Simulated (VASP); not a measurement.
# Zn17CuS18 (a cell with a defect) in VASP: single point with PBE

Aim: the single point of Zn17CuS18 (a cell with a defect) with PBE.

Program: VASP 6.6.1. These are calculated values, not measurements. Logs are shortened: lines on timing, memory, paths and dates and some standing lists are left out, and cuts for length are marked.

### Step 1. The cell of the first run

The cell holds a defect, 36 atoms: a = 6.603 Å, b = 6.603 Å, c = 18.690 Å, α = 90.00°, β = 90.00°, γ = 120.00°.

### Step 2. Single point, PBE

File INCAR:

```
ALGO     = Normal         # electronic algorithm
EDIFF    = 1E-7           # SCF threshold, eV
ENCUT    = 520            # plane-wave cutoff, eV
GGA      = PE             # functional
ISIF     = 2              # what is computed and relaxed
ISMEAR   = -1             # smearing method
LASPH    = T              # aspherical terms in the spheres
LCHARG   = F              # write CHGCAR
LREAL    = Auto         
LWAVE    = F              # write WAVECAR
NBANDS   = 186            # bands
NELECT   = 324.0        
NELM     = 100            # most SCF steps
PREC     = Accurate       # precision mode
SIGMA    = 0.01           # smearing width, eV
```

File KPOINTS:

```
k-points
0
Gamma
  3 3 1
```

File POSCAR:

```
Zn17CuS18
1.0
    5.7180000000      3.3012888392      0.0000000000
   -5.7180000000      3.3012888392      0.0000000000
    0.0000000000      0.0000000000     18.6899900000
Zn Cu S
17 1 18
Direct
    0.0002966511      0.0000000000      0.0023576402
    0.3333333333      0.6669633178      0.0023576402
    0.6663700155      0.3330366822      0.0023576402
    0.0039842794      0.0000000000      0.4965218169
    0.3333333333      0.6706509461      0.4965218169
    0.6626823872      0.3293490539      0.4965218169
    0.3333333333      0.3338280680      0.1713441871
    0.6671614013      0.0000000000      0.1713441871
   -0.0004947346      0.6661719320      0.1713441871
    0.3333333333      1.0000000000      0.6648448200
    0.6666666667      0.6666666667      0.6654823696
    0.0000000000      0.3333333333      0.6654823696
    0.6666666667      0.6666666667      0.3295879628
    0.0000000000      0.3333333333      0.3295879628
    0.3333333333      0.3330644755      0.8336087144
    0.6663978089      0.0000000000      0.8336087144
    0.0002688578      0.6669355245      0.8336087144
    0.3333333333      1.0000000000      0.3329047539
    0.0005794030      0.0000000000      0.1257090113
    0.3333333333      0.6672460697      0.1257090113
    0.6660872636      0.3327539303      0.1257090113
   -0.0005114830      0.0000000000      0.6246617478
    0.3333333333      0.6661551837      0.6246617478
    0.6671781497      0.3338448163      0.6246617478
    0.3333333333      0.3286283127      0.2933673917
    0.6619616460      0.0000000000      0.2933673917
    0.0047050207      0.6713716873      0.2933673917
    0.3333333333      1.0000000000      0.7910624662
    0.6666666667      0.6666666667      0.7914025393
    0.0000000000      0.3333333333      0.7914025393
    0.3333333333      1.0000000000      0.4563609346
    0.6666666667      0.6666666667      0.4574732815
    0.0000000000      0.3333333333      0.4574732815
    0.3333333333      0.3335191508      0.9580743970
    0.6668524842      0.0000000000      0.9580743970
   -0.0001858175      0.6664808492      0.9580743970
```

Potentials or basis: VASP PAW PBE potentials, release 64 (Zn, Cu, S).

Launch:

```bash
cat potpaw_PBE.64/Zn/POTCAR potpaw_PBE.64/Cu/POTCAR potpaw_PBE.64/S/POTCAR > POTCAR
mpirun -np 1 vasp_std > vasp.out
```

OUTCAR:

```text
EDIFF = 1E-7
   ENCUT = 520
   GGA = PE
   ISIF = 2
   ISMEAR = -1
   LASPH = T
   LREAL = Auto
   NELECT = 324.0
   NELM = 100
   PREC = Accurate

 ion  position               nearest neighbor table
   1  0.000  0.000  0.002-  19 2.31  34 2.35  36 2.35  35 2.35
   2  0.333  0.667  0.002-  20 2.31  36 2.35  35 2.35  34 2.35
   3  0.666  0.333  0.002-  21 2.31  34 2.35  35 2.35  36 2.35
   4  0.004  0.000  0.497-  31 2.30  32 2.33  33 2.33  22 2.40
   5  0.333  0.671  0.497-  31 2.30  33 2.33  32 2.33  23 2.40
   6  0.663  0.329  0.497-  31 2.30  32 2.33  33 2.33  24 2.40
[... 28 lines left out ...]
  35  0.667  0.000  0.958-  16 2.33   2 2.35   3 2.35   1 2.35
  36  1.000  0.666  0.958-  17 2.33   2 2.35   1 2.35   3 2.35

  LATTYP: Found a hexagonal cell.
 ALAT       =     6.6025776784
 C/A-ratio  =     2.8307111117

  Lattice vectors:

 A1 = (   5.7180000000,   3.3012888392,   0.0000000000)
 A2 = (  -5.7180000000,   3.3012888392,   0.0000000000)
 A3 = (   0.0000000000,   0.0000000000,  18.6899900000)

Analysis of symmetry for initial positions (statically):
=====================================================================
 Subroutine PRICEL returns:
 Original cell was already a primitive cell.

 Routine SETGRP: Setting up the symmetry group for a
 hexagonal supercell.

 Subroutine GETGRP returns: Found  6 space group operations
 (whereof  2 operations were pure point group operations)
 out of a pool of 24 trial point group operations.

The static configuration has the point symmetry C_1h.
 The point group associated with its full space group is C_3v.

Analysis of symmetry for dynamics (positions and initial velocities):
=====================================================================
 Subroutine PRICEL returns:
 Original cell was already a primitive cell.

 Routine SETGRP: Setting up the symmetry group for a
 hexagonal supercell.

 Subroutine GETGRP returns: Found  6 space group operations
 (whereof  2 operations were pure point group operations)
 out of a pool of 24 trial point group operations.

The dynamic configuration has the point symmetry C_1h.
 The point group associated with its full space group is C_3v.

 Subroutine INISYM returns: Found  6 space group operations
 (whereof  2 operations are pure point group operations),
 and found     1 'primitive' translations

----------------------------------------------------------------------------------------

                                     Primitive cell

  volume of cell :     705.6133

  direct lattice vectors                    reciprocal lattice vectors
     5.718000000  3.301288839  0.000000000     0.087443162  0.151455999  0.000000000
    -5.718000000  3.301288839  0.000000000    -0.087443162  0.151455999  0.000000000
     0.000000000  0.000000000 18.689990000     0.000000000  0.000000000  0.053504577

  length of vectors
     6.602577678  6.602577678 18.689990000     0.174886324  0.174886324  0.053504577

  position of ions in fractional coordinates (direct lattice)
     0.000296651  1.000000000  0.002357640
     0.333333333  0.666963318  0.002357640
     0.666370015  0.333036682  0.002357640
     0.003984279  1.000000000  0.496521817
     0.333333333  0.670650946  0.496521817
     0.662682387  0.329349054  0.496521817
[... 28 lines left out ...]
     0.666852484  1.000000000  0.958074397
     0.999814183  0.666480849  0.958074397

  ion indices of the primitive-cell ions
   primitive index   ion index
                 1           1
                 2           2
                 3           3
                 4           4
                 5           5
                 6           6
[... 28 lines left out ...]
                35          35
                36          36

----------------------------------------------------------------------------------------

 KPOINTS: k-points

Automatic generation of k-mesh.
 Grid dimensions read from file:
 generate k-points for:    3    3    1

 Generating k-lattice:

  Cartesian coordinates                     Fractional coordinates (reciprocal lattice)
     0.029147721  0.050485333  0.000000000     0.333333333 -0.000000000  0.000000000
    -0.029147721  0.050485333  0.000000000    -0.000000000  0.333333333  0.000000000
     0.000000000  0.000000000  0.053504577     0.000000000  0.000000000  1.000000000

  Length of vectors
     0.058295441  0.058295441  0.053504577

  Shift w.r.t. Gamma in fractional coordinates (k-lattice)
     0.000000000  0.000000000  0.000000000

 Subroutine IBZKPT returns following result:
 ===========================================

 Found      3 irreducible k-points:

 Following reciprocal coordinates:
            Coordinates               Weight
  0.000000  0.000000  0.000000      1.000000
  0.333333  0.000000  0.000000      6.000000
  0.333333  0.333333  0.000000      2.000000
   k-points           NKPTS =      3   k-points in BZ     NKDIM =      3   number of bands    NBANDS=    186
   number of dos      NEDOS =    301   number of ions     NIONS =     36
   total plane-waves  NPLWV = 350000
   dimension x,y,z NGX =    50 NGY =   50 NGZ =  140
   dimension x,y,z NGXF=   100 NGYF=  100 NGZF=  280
   ions per type =              17   1  18
   NGX,Y,Z   is equivalent  to a cutoff of  12.59, 12.59, 12.45 a.u.
   NGXF,Y,Z  is equivalent  to a cutoff of  25.18, 25.18, 24.91 a.u.
 SYSTEM =  unknown system
   PREC   = accura    normal or accurate (medium, high low for compatibility)
   ISTART =      0    job   : 0-new  1-cont  2-samecut
   ICHARG =      2    charge: 1-file 2-atom 10-const
   ISPIN  =      1    spin polarized calculation?
   LNONCOLLINEAR =      F non collinear calculations
   LSORBIT =      F    spin-orbit coupling
   LASPH  =      T    aspherical Exc in radial PAW
   ENCUT  =  520.0 eV  38.22 Ry    6.18 a.u.  12.28 12.28 34.75*2*pi/ulx,y,z
   NELM   =    100;   NELMIN=  2; NELMDL= -5     # of ELM steps
   EDIFF  = 0.1E-06   stopping-criterion for ELM
   LREAL  =      T    real-space projection
   EDIFFG = 0.1E-05   stopping-criterion for IOM
   NSW    =      0    number of steps for IOM
   IBRION =     -1    ionic relax: 0-MD 1-quasi-New 2-CG
   NFREE  =      0    steps in history (QN), initial steepest desc. (CG)
   ISIF   =      2    stress and relaxation
   ISYM   =      2    0-nonsym 1-usesym 2-fastsym
   POTIM  = 0.5000    time-step for ionic-motion
   TEBEG  =    0.0;   TEEND  =   0.0 temperature during run
   PSTRESS=    0.0 pullay stress
   NELECT =     324.0000    total number of electrons
   NUPDOWN=      -1.0000    fix difference up-down
   EMIN   =  10.00;   EMAX   =-10.00  energy-range for DOS
   EFERMI =   0.00;   METHOD = LEGACY
   ISMEAR =    -1;   SIGMA  =   0.01  broadening in eV -4-tet -1-fermi 0-gaus
   EFERMI_NEDOS =   21; number of points for ismear=-14 and -15
   IALGO  =     38    algorithm
   IMIX   =      4    mixing-type and parameters
     AMIX     =   0.40;   BMIX     =  1.00
     AMIX_MAG =   1.60;   BMIX_MAG =  1.00
  volume/ion in A,a.u.               =      19.60       132.27
  Fermi-wavevector in a.u.,A,eV,Ry     =   1.262993  2.386711 21.703349  1.595151
  Thomas-Fermi vector in A             =   2.396373
   LORBIT       =      0    0 simple, 1 ext, 2 COOP (PROOUT), +10 PAW based schemes
   GGA     = PE    functional components
   LHFCALC =     F    Hartree Fock is set to
   AEXX    =    0.0000 exact exchange contribution
   IVDW    =     0    specifies the selected vdW correction
   LEPSILON=     F    determine dielectric tensor
   LRPA    =     F    only Hartree local field effects (RPA)
 non-spin polarized calculation
  energy-cutoff  :      520.00
  volume of cell :      705.61
 maximum number of plane-waves:     19101
 NGX is ok and might be reduce to    50
   NGX = 25   NGY = 25   NGZ = 69

 number of electron     324.0000019 magnetization

 Free energy of the ion-electron system (eV)
  ---------------------------------------------------
  ext. energy  EPLUGINS =         0.00000000
  ---------------------------------------------------
  free energy    TOTEN  =      -121.27786216 eV

  energy without entropy =     -121.27786216  energy(sigma->0) =     -121.27786216

 E-fermi :   3.7797     XC(G=0):  -9.6857

 val. band max:        3.5132760841   @ k =   0.0000   0.0000   0.0000
 cond. band min:       4.3284403189   @ k =   0.0000   0.0000   0.0000
 fundamental gap:      0.8151642347
 Fermi energy:         3.7797467095

 k-point     1 :       0.0000    0.0000    0.0000
  band No.  band energies     occupation
      1     -11.1859      2.00000
      2     -10.8696      2.00000
      3     -10.6448      2.00000
      4     -10.3656      2.00000
      5     -10.2269      2.00000
      6     -10.1553      2.00000
[... 166 lines left out ...]
    173       6.5724      0.00000
    174       6.6533      0.00000

 k-point     2 :       0.3333    0.0000    0.0000
  band No.  band energies     occupation
      1     -10.9521      2.00000
      2     -10.6569      2.00000
      3     -10.4432      2.00000
      4     -10.4417      2.00000
      5     -10.2812      2.00000
      6     -10.2302      2.00000
[... 166 lines left out ...]
    173       6.5947      0.00000
    174       6.7911      0.00000

 k-point     3 :       0.3333    0.3333    0.0000
  band No.  band energies     occupation
      1     -10.5886      2.00000
      2     -10.5886      2.00000
      3     -10.5847      2.00000
      4     -10.3442      2.00000
      5     -10.3442      2.00000
      6     -10.3415      2.00000
[... 166 lines left out ...]
    173       6.2299      0.00000
    174       6.2726      0.00000
 [bands above 174 left out]

------------------------ aborting loop because EDIFF is reached ----------------------------------------

  FORCE on cell =-STRESS in cart. coord.  units (eV):
  Direction    XX          YY          ZZ          XY          YZ          ZX
  --------------------------------------------------------------------------------------
  -------------------------------------------------------------------------------------
  Total       16.7448552     16.7448552     17.0804505      0.0000000      0.0000000      0.0000000
  in kB       38.0211491     38.0211491     38.7831576      0.0000000      0.0000000      0.0000000
  external PRESSURE =      38.2751519 kB  Pullay stress =       0.0000000 kB

 VOLUME and BASIS-vectors are now :
 -----------------------------------------------------------------------------
  energy-cutoff  :      520.00
  volume of cell :      705.61
      direct lattice vectors                 reciprocal lattice vectors
     5.718000000  3.301288839  0.000000000     0.087443162  0.151455999  0.000000000
    -5.718000000  3.301288839  0.000000000    -0.087443162  0.151455999  0.000000000
     0.000000000  0.000000000 18.689990000     0.000000000  0.000000000  0.053504577

 POSITION                                       TOTAL-FORCE (eV/Angst)
 -----------------------------------------------------------------------------------
      0.00170      0.00098      0.04406         0.000151      0.000087     -0.001818
     -1.90770      3.30227      0.04406        -0.000151      0.000087     -0.001818
      1.90600      3.29933      0.04406         0.000000     -0.000174     -0.001818
      0.02278      0.01315      9.27999        -0.002174     -0.001255     -0.003526
     -1.92878      3.31444      9.27999         0.002174     -0.001255     -0.003526
      1.90600      3.27498      9.27999         0.000000      0.002511     -0.003526
[... 28 lines left out ...]
      3.81306      2.20147     17.90640        -0.001804     -0.001041      0.010318
      1.90600      5.50092     17.90640         0.000000      0.002083      0.010318
 -----------------------------------------------------------------------------------
    total drift:                               -0.000300     -0.000209     -0.012415

  FREE ENERGIE OF THE ION-ELECTRON SYSTEM (eV)
  ---------------------------------------------------
  free  energy   TOTEN  =      -121.2778621589 eV

  energy  without entropy=     -121.2778621589  energy(sigma->0) =     -121.27786216
```

Run time: 23 min. Hardware: 1 thread of AMD EPYC 7R43 (Zen 3), shared host; peak memory 0.79 GiB.

Results:

* Free energy: -121.2779 eV
* Largest force: 0.014 eV/Å

Forces on the atoms (eV/Å):
```
Zn   0.000  0.000 -0.002
Zn   0.000  0.000 -0.002
Zn   0.000  0.000 -0.002
Zn  -0.002 -0.001 -0.004
Zn   0.002 -0.001 -0.004
Zn   0.000  0.003 -0.004
Zn  -0.001  0.000 -0.006
Zn   0.001  0.000 -0.006
Zn   0.000 -0.001 -0.006
Zn   0.000  0.000 -0.003
Zn   0.000  0.000 -0.007
Zn   0.000  0.000 -0.007
Zn   0.000  0.000 -0.014
Zn   0.000  0.000 -0.014
Zn  -0.001  0.001 -0.006
Zn   0.001  0.001 -0.006
Zn   0.000 -0.001 -0.006
Cu   0.000  0.000 -0.010
S   -0.002 -0.001 -0.004
S    0.002 -0.001 -0.004
S    0.000  0.003 -0.004
S   -0.004 -0.002  0.003
S    0.004 -0.002  0.003
S    0.000  0.004  0.003
S   -0.004  0.002  0.007
S    0.004  0.002  0.007
S    0.000 -0.005  0.007
S    0.000  0.000  0.006
S    0.000  0.000  0.007
S    0.000  0.000  0.007
S    0.000  0.000  0.014
S    0.000  0.000  0.010
S    0.000  0.000  0.010
S    0.002 -0.001  0.010
S   -0.002 -0.001  0.010
S    0.000  0.002  0.010
```

Caveat: the cell carries a net charge on a neutralising background, which shifts energy and pressure; the cell is charged against a uniform background, so pressure and absolute levels hang on convention.
